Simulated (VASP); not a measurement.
Write the native input for VASP 6.6.1 that does the following.

```yaml
Task: single point
Functional: LDA
Potentials_or_basis: VASP PAW LDA potentials, release 64 (Ba_sv, Zr_sv, O)
Cutoff: 520 eV
k_mesh: 3 × 3 × 3
Occupations: gaussian, width 0.01 eV
Spin: no spin polarisation
Dipole_correction: no
Further_INCAR_settings: ALGO = Normal; EDIFF = 1e-06; NBANDS = 28
```

The structure of BaZrO3 lies in POSCAR:

```
BaZrO3
1.0
    4.1913400000      0.0000000000      0.0000000000
    0.0000000000      4.1913400000      0.0000000000
    0.0000000000      0.0000000000      4.1913400000
Ba Zr O
1 1 3
Direct
    0.0000000000      0.0000000000      0.0000000000
    0.5000000000      0.5000000000      0.5000000000
    0.0000000000      0.5000000000      0.5000000000
    0.5000000000      0.0000000000      0.5000000000
    0.5000000000      0.5000000000      0.0000000000
```

These files were run (other wordings do the same):

INCAR

```
ALGO = Normal ; EDIFF = 1E-6
ENCUT = 520 ; GGA = CA
ISIF = 2 ; ISMEAR = 0
LASPH = True ; LCHARG = False
LREAL = False ; LWAVE = False
NBANDS = 28 ; NELM = 60
PREC = Accurate ; SIGMA = 0.01
```

KPOINTS

```
k-points
0
Gamma
  3 3 3
```

Potentials or basis: VASP PAW LDA potentials, release 64 (Ba_sv, Zr_sv, O).

Launch:

```bash
$ cat potpaw_LDA.64/Ba_sv/POTCAR potpaw_LDA.64/Zr_sv/POTCAR potpaw_LDA.64/O/POTCAR > POTCAR
$ mpirun -np 1 vasp_std > vasp.out
```

It gave:

- Pressure: -3.6 GPa
- Band gap on the k mesh: 3.25 eV, direct

Caveat: the k points lie up to 0.50 Å⁻¹ apart; spin-orbit coupling is left out, which moves the levels of the heavy elements.

Wall time 3.9 s on 1 thread of Intel(R) Xeon(R) 6975P-C (Granite Rapids), on a shared host, peak memory 0.15 GiB.
